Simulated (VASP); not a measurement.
The system is Cr.

```
Cr
1.0
     2.71400    0.00000    0.00000
    -1.35700    2.35039    0.00000
     0.00000    0.00000    4.41000
Cr
2
Direct
  0.66667 0.33333 0.75000
  0.33333 0.66667 0.25000
```

Base run:

- Program: VASP 6.6.1
- Functional: PBE
- Potentials or basis: VASP PAW PBE potentials, release 64 (Cr_pv)
- Cutoff: 520 eV
- k mesh: 9 × 9 × 5
- Occupations: fermi-dirac, width 0.05 eV
- Spin: collinear spin, ferromagnetic start
- Starting moments: [3.0, 3.0] μB
- Fixed moment: 6 μB

Its results: pressure 7.0 GPa; site moments Cr +2.75 μB.

The run is repeated on the same cell with these changes: fixed moment from 6 μB to 3 μB; moments at the start from [3.0, 3.0] to [1.5, 1.5]. What comes out?

Pressure -20.4 GPa; site moments Cr +1.39 μB.

Caveats: the total moment is fixed, so each spin has its own Fermi level.
